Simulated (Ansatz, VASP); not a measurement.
## Ge: VASP beside Ansatz

Contents of INCAR:

```
PREC = Accurate
ENCUT = 500
EDIFF = 1E-6
ISMEAR = -5
SIGMA = 0.1
LREAL = False
LASPH = True
NELM = 120
ALGO = Normal
ISIF = 2
LWAVE = False
LCHARG = False
GGA = PE
NBANDS = 13
GGA_COMPAT = False
```

The input KPOINTS:

```
regular mesh
0
Gamma
  10 10 10
```

Contents of POSCAR:

```
Ge
1.0
    0.0000000000      2.0983605250      2.0983605250
    2.0983605250      0.0000000000      2.0983605250
    2.0983605250      2.0983605250      0.0000000000
Ge
1
Direct
    0.0000000000      0.0000000000      0.0000000000
```

Input for Ansatz:

```yaml
crystal:
  lattice:
    - [0.0, 2.098360525, 2.098360525]
    - [2.098360525, 0.0, 2.098360525]
    - [2.098360525, 2.098360525, 0.0]
  atoms:
    - { symbol: Ge, position: [0.0, 0.0, 0.0] }
basis:
  ecutwfc: 420
kpoints:
  mp_grid: { grid: [10, 10, 10] }
hamiltonian:
  xc: pbe
scf:
  occupations: { method: tetrahedron }
  algorithm: density_mixing
  max_iter: 30
  convergence: { dr2_threshold: "1e-7 eV" }
  self_checks: high
output:
  forces: true
  stress: true
  eigenvalues: true
```

Alike in both runs: task single point; functional PBE; k mesh 10 × 10 × 10; occupations tetrahedron; no spin polarisation.

```csv
,VASP,Ansatz
version,VASP 6.6.1,Ansatz 0.2.0
potentials or method,"VASP PAW PBE potentials, release 64 (Ge_d), cutoff 500 eV","scalar-relativistic, plane waves, PAW"
valence electrons in the cell,14,14
```

```tsv
	VASP	Ansatz	Ansatz less VASP
gap on the k mesh at the Fermi level (eV)	none	none	-
pressure (GPa)	4.5	4.6	+0.03
```

A gap of «none» marks a metal or a gap that the smearing closes. Ansatz's warnings: band table not solved further, stress scf threshold loose, tetrahedron derivatives may miss energy slope.
